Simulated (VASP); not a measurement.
Runs of VASP 6.6.1 on In. The structure is that of space group Fm-3m (No. 225), or close to it. The cells are those of the table. 

| task | cell | k mesh | cutoff (eV) | gap on the mesh (eV) | pressure (GPa) |
| --- | --- | --- | --- | --- | --- |
| relaxation of cell and atoms | relaxed from a = 3.331 Å, angles 60.0°, 1 atom | 12 × 12 × 12 | 600 | none | 0.0 |
| single point | a = 3.576 Å, angles 60.0°, 1 atom | 12 × 12 × 12 | 520 | none | -0.8 |
| single point | a = 3.621 Å, angles 60.0°, 1 atom | 12 × 12 × 12 | 520 | none | (a) |
| single point | a = 3.529 Å, angles 60.0°, 1 atom | 18 × 18 × 18 | 520 | none | -0.1 |
| single point | a = 3.529 Å, angles 60.0°, 1 atom | 12 × 12 × 12 | 520 | none | 0.0 |

Alike in all rows: level BLYP; potentials or basis VASP PAW PBE potentials, release 64 (In_d); no spin polarisation; smearing fermi-dirac 0.1 eV.

Problem. Estimate the missing entries.

Solution. (a) -1.4.

Caveats: the PAW data sets were made with another functional, which shifts forces and pressure a little; spin-orbit coupling is left out, which moves the levels of the heavy elements.

A k mesh can miss the band edges, and the runs leave out spin-orbit coupling on In.

A gap of «none» marks levels without a gap at the run's occupations.
